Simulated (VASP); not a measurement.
Set up this calculation in VASP 6.6.1, as the native input.

```yaml
Task: single point
Functional: PBEsol
Potentials_or_basis: VASP PAW PBE potentials, release 64 (K_sv, Cl)
Cutoff: 520 eV
k_mesh: 8 × 8 × 8
Occupations: gaussian, width 0.01 eV
Spin: no spin polarisation
Dipole_correction: no
Further_INCAR_settings: ALGO = Normal; EDIFF = 1e-06; NBANDS = 15
```

The structure of KCl lies in POSCAR:

```
KCl
1.0
    0.0000000000      3.1212780651      3.1368844554
    3.1212780651      0.0000000000      3.1368844554
    3.1212780651      3.1212780651      0.0000000000
K Cl
1 1
Direct
    0.0000000000      0.0000000000      0.0000000000
    0.5000000000      0.5000000000      0.5000000000
```

This cell differs from its parent crystal: z stretched by +0.5 %, x and y held.

One way to write it, as run:

INCAR

```
SYSTEM = KCl
  PREC = Accurate
  ENCUT = 520
  EDIFF = 1E-6
  ISMEAR = 0
  SIGMA = 0.01
  LREAL = .FALSE.
  LASPH = .TRUE.
  NELM = 80
  ALGO = Normal
  ISIF = 2
  LWAVE = .FALSE.
  LCHARG = .FALSE.
  GGA = PS
  NBANDS = 15
```

KPOINTS

```
regular mesh
0
G
  8 8 8
  0 0 0
```

Potentials or basis: VASP PAW PBE potentials, release 64 (K_sv, Cl).

Launch:

```bash
$ cat potpaw_PBE.64/K_sv/POTCAR potpaw_PBE.64/Cl/POTCAR > POTCAR
$ mpirun -np 1 vasp_std > vasp.out
```

It gave:

The pressure is 0.0 GPa and the band gap on the k mesh is 5.08 eV.

Caveat: the cell differs from its parent crystal (z stretched by +0.5 %, x and y held); the PAW data sets were made with another functional, which shifts forces and pressure a little.

It took 41 s on 1 thread of AMD EPYC 9R45 96-Core Processor (Zen 5), with other jobs on the host, peak memory 0.2 GiB.
